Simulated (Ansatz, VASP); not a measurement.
## LiCu2B2H8Cl2O8 in VASP and in Ansatz

```
Li Cu B H Cl O
1.0
     6.41848    0.00000    0.00000
     0.00000    6.41848    0.00000
     0.00000    0.00000    5.39796
Li Cu B H Cl O
1 2 2 8 2 8
Direct
  0.50000 0.50000 0.50000
  0.50000 0.00000 0.86498
  0.00000 0.50000 0.13502
  0.00000 0.00000 0.00000
  0.50000 0.50000 0.00000
  0.14755 0.17646 0.74044
  0.85245 0.82354 0.74044
  0.66956 0.72252 0.18396
  0.33044 0.27748 0.18396
  0.82354 0.14755 0.25956
  0.17646 0.85245 0.25956
  0.27748 0.66956 0.81604
  0.72252 0.33044 0.81604
  0.50000 0.00000 0.35077
  0.00000 0.50000 0.64923
  0.56938 0.32784 0.83513
  0.43062 0.67216 0.83513
  0.05516 0.81819 0.15648
  0.94484 0.18181 0.15648
  0.67216 0.56938 0.16487
  0.32784 0.43062 0.16487
  0.18181 0.05516 0.84352
  0.81819 0.94484 0.84352
```

Alike in both runs: task electric field gradients; functional r2SCAN; k mesh 5 × 5 × 6; occupations fermi-dirac, width 0.05 eV; no spin polarisation.

|  | VASP | Ansatz |
| --- | --- | --- |
| version | VASP 6.6.1 | Ansatz 0.2.0 |
| potentials or method | VASP PAW PBE potentials, release 64 (Li_sv, Cu, B, H, Cl, O) | plane-wave PAW, scalar-relativistic |
| plane-wave cutoff (eV) | 520 | 500 |
| valence electrons in the cell | 101 | 117 |

Ansatz gave:

* rms of the force components (eV/Å): 0.240
* size of Vzz on the site where it differs most (V/Å²): 38.6

**Question.** Which values does VASP return?

**Answer.** rms of the force components (eV/Å): 0.185; size of Vzz on the site where it differs most (V/Å²): 49.1.

VASP's potentials were made for PBE, not for r2SCAN. Atom by atom the forces differ by 0.057 eV/Å (rms over components). The functional is the same, so the differences come from potentials, cutoffs and numerics. VASP's potentials hold 101 valence electrons a cell and Ansatz's 117, so a difference there can come from the potentials and not from the codes.

Noted on VASP's run: the cutoff is short for stress, so the pressure is rough.
